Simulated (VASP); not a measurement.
# MgO (P6_3mc) in VASP: notebook

Runs on MgO. Level: PBE. Tasks: single point.

All numbers are computed with VASP 6.6.1; they aren't measurements. Logs are shortened: lines on timing, memory, paths and dates and some standing lists are left out, and cuts for length are marked.

## (1) The cell of the first run

Symmetry: P6_3mc, No. 186, hexagonal system. Conventional cell: a = 3.315 Å, b = 3.315 Å, c = 5.122 Å, α = 90.00°, β = 90.00°, γ = 120.00°. Within 2.6 Å of Mg (site symmetry 3m) lie 4 O at 1.97 to 2.11 Å. O (site symmetry 3m) has 4 Mg at 1.97 to 2.11 Å within 2.6 Å.

## (2) Single point, PBE

Contents of INCAR:

```
SYSTEM = MgO
  PREC = Accurate
  ENCUT = 520
  EDIFF = 1E-6
  ISMEAR = 0
  SIGMA = 0.05
  LREAL = .FALSE.
  LASPH = .TRUE.
  NELM = 100
  ALGO = Normal
  ISIF = 2
  LWAVE = .FALSE.
  LCHARG = .FALSE.
  GGA = PE
  NBANDS = 16
```

Contents of KPOINTS:

```
Automatic mesh
0
G
  9 9 6
  0 0 0
```

Contents of POSCAR:

```
MgO
1.0
    3.3152853999      0.0000000000      0.0000000000
   -1.6576427000      2.8711213771      0.0000000000
    0.0000000000      0.0000000000      5.1215474299
Mg O
2 2
Direct
    0.3333333333      0.6666666667     -0.0132065475
    0.6666666667      0.3333333333      0.4867934525
    0.3333333333      0.6666666667      0.3982811987
    0.6666666667      0.3333333333      0.8982811987
```

Potentials or basis: VASP PAW PBE potentials, release 64 (Mg, O).

Started as:

```bash
cat potpaw_PBE.64/Mg/POTCAR potpaw_PBE.64/O/POTCAR > POTCAR
mpirun -np 1 vasp_std > vasp.out
```

OUTCAR:

```text
SYSTEM = MgO
   PREC = Accurate
   ENCUT = 520
   EDIFF = 1E-6
   ISMEAR = 0
   LREAL = .FALSE.
   LASPH = .TRUE.
   NELM = 100
   ISIF = 2
   GGA = PE

 ion  position               nearest neighbor table
   1  0.333  0.667  0.987-   4 1.97   4 1.97   4 1.97   3 2.11   2 3.20   2 3.20   2 3.20   2 3.20
                             2 3.20   2 3.20
   2  0.667  0.333  0.487-   3 1.97   3 1.97   3 1.97   4 2.11   1 3.20   1 3.20   1 3.20   1 3.20
                             1 3.20   1 3.20
   3  0.333  0.667  0.398-   2 1.97   2 1.97   2 1.97   1 2.11
   4  0.667  0.333  0.898-   1 1.97   1 1.97   1 1.97   2 2.11

  LATTYP: Found a hexagonal cell.
 ALAT       =     3.3152853999
 C/A-ratio  =     1.5448285176

  Lattice vectors:

 A1 = (   3.3152853999,   0.0000000000,   0.0000000000)
 A2 = (  -1.6576427000,   2.8711213771,   0.0000000000)
 A3 = (   0.0000000000,   0.0000000000,   5.1215474299)

Analysis of symmetry for initial positions (statically):
=====================================================================
 Subroutine PRICEL returns:
 Original cell was already a primitive cell.

 Routine SETGRP: Setting up the symmetry group for a
 hexagonal supercell.

 Subroutine GETGRP returns: Found 12 space group operations
 (whereof  6 operations were pure point group operations)
 out of a pool of 24 trial point group operations.

The static configuration has the point symmetry C_3v.
 The point group associated with its full space group is C_6v.

Analysis of symmetry for dynamics (positions and initial velocities):
=====================================================================
 Subroutine PRICEL returns:
 Original cell was already a primitive cell.

 Routine SETGRP: Setting up the symmetry group for a
 hexagonal supercell.

 Subroutine GETGRP returns: Found 12 space group operations
 (whereof  6 operations were pure point group operations)
 out of a pool of 24 trial point group operations.

The dynamic configuration has the point symmetry C_3v.
 The point group associated with its full space group is C_6v.

 Subroutine INISYM returns: Found 12 space group operations
 (whereof  6 operations are pure point group operations),
 and found     1 'primitive' translations

----------------------------------------------------------------------------------------

                                     Primitive cell

  volume of cell :      48.7499

  direct lattice vectors                    reciprocal lattice vectors
     3.315285400  0.000000000  0.000000000     0.301633157  0.174147984  0.000000000
    -1.657642700  2.871121377  0.000000000     0.000000000  0.348295968  0.000000000
     0.000000000  0.000000000  5.121547430     0.000000000  0.000000000  0.195253488

  length of vectors
     3.315285400  3.315285400  5.121547430     0.348295968  0.348295968  0.195253488

  position of ions in fractional coordinates (direct lattice)
     0.333333333  0.666666667  0.986793453
     0.666666667  0.333333333  0.486793453
     0.333333333  0.666666667  0.398281199
     0.666666667  0.333333333  0.898281199

  ion indices of the primitive-cell ions
   primitive index   ion index
                 1           1
                 2           2
                 3           3
                 4           4

----------------------------------------------------------------------------------------

 KPOINTS: Automatic mesh

Automatic generation of k-mesh.
 Grid dimensions read from file:
 generate k-points for:    9    9    6

 Generating k-lattice:

  Cartesian coordinates                     Fractional coordinates (reciprocal lattice)
     0.033514795  0.019349776  0.000000000     0.111111111  0.000000000  0.000000000
     0.000000000  0.038699552  0.000000000     0.000000000  0.111111111  0.000000000
     0.000000000  0.000000000  0.032542248     0.000000000  0.000000000  0.166666667

  Length of vectors
     0.038699552  0.038699552  0.032542248

  Shift w.r.t. Gamma in fractional coordinates (k-lattice)
     0.000000000  0.000000000  0.000000000

 Subroutine IBZKPT returns following result:
 ===========================================

 Found     48 irreducible k-points:

 Following reciprocal coordinates:
            Coordinates               Weight
  0.000000  0.000000  0.000000      1.000000
  0.111111 -0.000000  0.000000      6.000000
  0.222222  0.000000  0.000000      6.000000
  0.333333 -0.000000  0.000000      6.000000
  0.444444  0.000000  0.000000      6.000000
  0.111111  0.111111  0.000000      6.000000
[... 16 lines left out ...]
  0.333333  0.222222  0.166667     24.000000
  0.333333  0.333333  0.166667      4.000000
 [... further k-points ...]
   k-points           NKPTS =     48   k-points in BZ     NKDIM =     48   number of bands    NBANDS=     16
   number of dos      NEDOS =    301   number of ions     NIONS =      4
   total plane-waves  NPLWV =  31360
   dimension x,y,z NGX =    28 NGY =   28 NGZ =   40
   dimension x,y,z NGXF=    56 NGYF=   56 NGZF=   80
   ions per type =               2   2
   NGX,Y,Z   is equivalent  to a cutoff of  14.04, 14.04, 12.98 a.u.
   NGXF,Y,Z  is equivalent  to a cutoff of  28.08, 28.08, 25.97 a.u.
 SYSTEM =  MgO
   PREC   = accura    normal or accurate (medium, high low for compatibility)
   ISTART =      0    job   : 0-new  1-cont  2-samecut
   ICHARG =      2    charge: 1-file 2-atom 10-const
   ISPIN  =      1    spin polarized calculation?
   LNONCOLLINEAR =      F non collinear calculations
   LSORBIT =      F    spin-orbit coupling
   LASPH  =      T    aspherical Exc in radial PAW
   ENCUT  =  520.0 eV  38.22 Ry    6.18 a.u.   6.16  6.16  9.52*2*pi/ulx,y,z
   NELM   =    100;   NELMIN=  2; NELMDL= -5     # of ELM steps
   EDIFF  = 0.1E-05   stopping-criterion for ELM
   LREAL  =      F    real-space projection
   EDIFFG = 0.1E-04   stopping-criterion for IOM
   NSW    =      0    number of steps for IOM
   IBRION =     -1    ionic relax: 0-MD 1-quasi-New 2-CG
   NFREE  =      0    steps in history (QN), initial steepest desc. (CG)
   ISIF   =      2    stress and relaxation
   ISYM   =      2    0-nonsym 1-usesym 2-fastsym
   POTIM  = 0.5000    time-step for ionic-motion
   TEBEG  =    0.0;   TEEND  =   0.0 temperature during run
   PSTRESS=    0.0 pullay stress
   NELECT =      16.0000    total number of electrons
   NUPDOWN=      -1.0000    fix difference up-down
   EMIN   =  10.00;   EMAX   =-10.00  energy-range for DOS
   EFERMI =   0.00;   METHOD = LEGACY
   ISMEAR =     0;   SIGMA  =   0.05  broadening in eV -4-tet -1-fermi 0-gaus
   EFERMI_NEDOS =   21; number of points for ismear=-14 and -15
   IALGO  =     38    algorithm
   IMIX   =      4    mixing-type and parameters
     AMIX     =   0.40;   BMIX     =  1.00
     AMIX_MAG =   1.60;   BMIX_MAG =  1.00
  volume/ion in A,a.u.               =      12.19        82.25
  Fermi-wavevector in a.u.,A,eV,Ry     =   1.129250  2.133974 17.350238  1.275207
  Thomas-Fermi vector in A             =   2.265943
   LORBIT       =      0    0 simple, 1 ext, 2 COOP (PROOUT), +10 PAW based schemes
   GGA     = PE    functional components
   LHFCALC =     F    Hartree Fock is set to
   AEXX    =    0.0000 exact exchange contribution
   IVDW    =     0    specifies the selected vdW correction
   LEPSILON=     F    determine dielectric tensor
   LRPA    =     F    only Hartree local field effects (RPA)
 non-spin polarized calculation
 Gauss-broadening in eV      SIGMA  =   0.05
  energy-cutoff  :      520.00
  volume of cell :       48.75
 maximum number of plane-waves:      1339
 NGX is ok and might be reduce to    28

 number of electron      16.0000002 magnetization

 Free energy of the ion-electron system (eV)
  ---------------------------------------------------
  ext. energy  EPLUGINS =         0.00000000
  ---------------------------------------------------
  free energy    TOTEN  =       -23.48115020 eV

  energy without entropy =      -23.48115020  energy(sigma->0) =      -23.48115020

 E-fermi :   1.2632     XC(G=0):  -9.6070

 val. band max:        1.0245984465   @ k =   0.0000   0.0000   0.0000
 cond. band min:       4.2680994723   @ k =   0.0000   0.0000   0.0000
 fundamental gap:      3.2435010258
 Fermi energy:         1.2632142284

 k-point     1 :       0.0000    0.0000    0.0000
  band No.  band energies     occupation
      1     -15.1890      2.00000
      2     -14.4714      2.00000
      3      -2.2262      2.00000
      4       0.2192      2.00000
      5       0.2193      2.00000
      6       0.5262      2.00000
[... 8 lines left out ...]
     15      17.1997      0.00000
     16      17.1997      0.00000

 k-point     2 :       0.1111   -0.0000    0.0000
  band No.  band energies     occupation
      1     -15.1297      2.00000
      2     -14.4490      2.00000
      3      -2.1063      2.00000
      4      -0.0791      2.00000
      5       0.1439      2.00000
      6       0.1626      2.00000
[... 8 lines left out ...]
     15      16.8085      0.00000
     16      17.2043      0.00000

 k-point     3 :       0.2222    0.0000    0.0000
  band No.  band energies     occupation
      1     -14.9714      2.00000
      2     -14.3970      2.00000
      3      -1.7675      2.00000
      4      -0.8609      2.00000
      5      -0.3911      2.00000
      6      -0.0165      2.00000
[... 8 lines left out ...]
     15      15.6260      0.00000
     16      16.2173      0.00000

 k-point     4 :       0.3333   -0.0000    0.0000
  band No.  band energies     occupation
      1     -14.7677      2.00000
      2     -14.3543      2.00000
      3      -1.5983      2.00000
      4      -1.2741      2.00000
      5      -0.8836      2.00000
      6      -0.1725      2.00000
[... 8 lines left out ...]
     15      15.1776      0.00000
     16      16.3877      0.00000
[... 324 lines left out ...]
 k-point    22 :       0.2222    0.2222    0.1667
  band No.  band energies     occupation
      1     -14.6454      2.00000
      2     -14.3656      2.00000
      3      -1.6106      2.00000
      4      -1.4427      2.00000
      5      -0.5209      2.00000
      6      -0.4525      2.00000
[... 8 lines left out ...]
     15      14.2666      0.00000
     16      17.1845      0.00000

 k-point    23 :       0.3333    0.2222    0.1667
  band No.  band energies     occupation
      1     -14.5099      2.00000
      2     -14.3726      2.00000
      3      -1.7934      2.00000
      4      -1.2878      2.00000
      5      -0.8547      2.00000
      6      -0.2608      2.00000
[... 8 lines left out ...]
     15      14.1162      0.00000
     16      17.1362      0.00000

 k-point    24 :       0.3333    0.3333    0.1667
  band No.  band energies     occupation
      1     -14.4192      2.00000
      2     -14.4192      2.00000
      3      -1.6321      2.00000
      4      -1.1638      2.00000
      5      -1.1638      2.00000
      6      -0.4621      2.00000
[... 8 lines left out ...]
     15      14.0944      0.00000
     16      18.0410      0.00000

 [... further k-points ...]

------------------------ aborting loop because EDIFF is reached ----------------------------------------

  FORCE on cell =-STRESS in cart. coord.  units (eV):
  Direction    XX          YY          ZZ          XY          YZ          ZX
  --------------------------------------------------------------------------------------
  -------------------------------------------------------------------------------------
  Total        0.6557280      0.6557280     -1.6412677     -0.0000000     -0.0000000      0.0000000
  in kB       21.5506615     21.5506615    -53.9406691     -0.0000000     -0.0000000      0.0000000
  external PRESSURE =      -3.6131153 kB  Pullay stress =       0.0000000 kB

 VOLUME and BASIS-vectors are now :
 -----------------------------------------------------------------------------
  energy-cutoff  :      520.00
  volume of cell :       48.75
      direct lattice vectors                 reciprocal lattice vectors
     3.315285400  0.000000000  0.000000000     0.301633157  0.174147984  0.000000000
    -1.657642700  2.871121377  0.000000000     0.000000000  0.348295968  0.000000000
     0.000000000  0.000000000  5.121547430     0.000000000  0.000000000  0.195253488

 POSITION                                       TOTAL-FORCE (eV/Angst)
 -----------------------------------------------------------------------------------
     -0.00000      1.91408      5.05391        -0.000000     -0.000000      0.475356
      1.65764      0.95704      2.49314         0.000000      0.000000      0.475356
     -0.00000      1.91408      2.03982        -0.000000     -0.000000     -0.475356
      1.65764      0.95704      4.60059        -0.000000      0.000000     -0.475356
 -----------------------------------------------------------------------------------
    total drift:                               -0.000000     -0.000000     -0.001146

  FREE ENERGIE OF THE ION-ELECTRON SYSTEM (eV)
  ---------------------------------------------------
  free  energy   TOTEN  =       -23.4811501974 eV

  energy  without entropy=      -23.4811501974  energy(sigma->0) =      -23.48115020
```

It took 57 s on 1 thread of Intel Xeon 8259CL, shared host; peak memory 0.19 GiB.

Results:

| Item | Value |
| --- | --- |
| Free energy | -23.4812 eV |
| Pressure | -0.4 GPa |
| Largest force | 0.475 eV/Å |
| Band gap on the k mesh | 3.24 eV |

Forces on the atoms (eV/Å):
```
Mg   0.000  0.000  0.475
Mg   0.000  0.000  0.475
O    0.000  0.000 -0.475
O    0.000  0.000 -0.475
```

Levels at points of the mesh, in eV from the valence-band top:
```csv
k point,band 4,band 5,band 6,band 7,band 8,band 9,band 10,band 11,band 12,band 13
"(0.00, 0.00, 0.00)",-0.81,-0.81,-0.50,-0.50,0.00,3.24,8.35,9.91,14.06,14.06
"(0.00, 0.00, 0.50)",-2.01,-0.65,-0.65,-0.65,-0.65,5.77,5.77,12.72,12.72,14.51
```

Caveat: an odd mesh through Γ misses points on the zone boundary, where band edges can lie.

## (3) Single point, PBE

This run uses another cell than the first one, of the same volume but with other edges.

Contents of INCAR:

```
SYSTEM = MgO
PREC = Accurate
ENCUT = 520
EDIFF = 1E-6
ISMEAR = 0
SIGMA = 0.05
LREAL = .False.
LASPH = .True.
NELM = 60
ALGO = Normal
ISIF = 2
LWAVE = .False.
LCHARG = .True.
GGA = PE
LELF = .True.
LVHAR = .True.
NBANDS = 16
```

Contents of KPOINTS:

```
regular mesh
0
Gamma
  9 9 6
  0 0 0
```

Contents of POSCAR:

```
MgO
1.0
    3.4772157108      0.0000000000      0.0000000000
   -1.7386078554      3.0113571399      0.0000000000
    0.0000000000      0.0000000000      4.6556441151
Mg O
2 2
Direct
    0.3333333333      0.6666666667      0.0258441501
    0.6666666667      0.3333333333      0.5258441501
    0.3333333333      0.6666666667      0.3982811987
    0.6666666667      0.3333333333      0.8982811987
```

Potentials or basis: VASP PAW PBE potentials, release 64 (Mg, O).

Started as:

```bash
cat potpaw_PBE.64/Mg/POTCAR potpaw_PBE.64/O/POTCAR > POTCAR
mpirun -np 1 vasp_std > vasp.out
```

Run time: 52 s. Hardware: 1 thread of Intel Xeon 8259CL, shared host; peak memory 0.19 GiB.

Results (log left out):

```yaml
Free_energy: -22.5610 eV
Pressure: 7.9 GPa
Largest_force: 4.061 eV/Å
Band_gap_on_the_k_mesh: 3.29 eV
```

Forces on the atoms (eV/Å):
```
Mg   0.000  0.000 -4.061
Mg   0.000  0.000 -4.061
O    0.000  0.000  4.061
O    0.000  0.000  4.061
```

Stress tensor (GPa, compression positive):
```
-9.71  0.00  0.00
 0.00 -9.71  0.00
 0.00  0.00 43.18
```

Levels at points of the mesh, in eV from the valence-band top:
```csv
k point,band 4,band 5,band 6,band 7,band 8,band 9,band 10,band 11,band 12,band 13
"(0.00, 0.00, 0.00)",-0.89,-0.89,-0.39,-0.39,0.00,3.29,8.05,10.75,12.87,12.87
"(0.00, 0.00, 0.50)",-1.84,-0.65,-0.65,-0.65,-0.65,5.74,5.74,13.38,13.38,13.38
```

Caveat: the cell stands under pressure; an odd mesh through Γ misses points on the zone boundary, where band edges can lie; forces of over 1 eV/Å act on the atoms, so gaps and moduli don't describe the material at rest.

[end of part 1 of 2]
